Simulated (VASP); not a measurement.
Br, 4 atoms in the cell. It takes space group Cmce (No. 64, orthorhombic). The conventional cell has a = 6.726 Å, b = 4.645 Å, c = 8.702 Å, α = 90.00°, β = 90.00°, γ = 90.00°. Within 3.0 Å of Br (site symmetry m) lie 1 Br at 2.29 Å. 

```yaml
Program: VASP 6.6.1
Task: single point
Functional: PBE
Potentials_or_basis: VASP PAW PBE potentials, release 64 (Br)
Cutoff: 520 eV
k_mesh: 7 × 7 × 3
Occupations: gaussian, width 0.022 eV
Spin: no spin polarisation
Dipole_correction: no
Further_INCAR_settings: ALGO = Normal; EDIFF = 1e-06; NBANDS = 22
```

Potentials or basis: VASP PAW PBE potentials, release 64 (Br).

Launch:

```console
$ cat potpaw_PBE.64/Br/POTCAR > POTCAR
$ mpirun -np 1 vasp_std > vasp.out
```

Hardware: 1 thread of Intel(R) Xeon(R) 6975P-C (Granite Rapids), on a shared host.

Estimate the wall time of this run.

It took 36 s on 1 thread of Intel(R) Xeon(R) 6975P-C (Granite Rapids) (shared host), peak memory 0.26 GiB. Counts: scf iterations 12, k points 32.
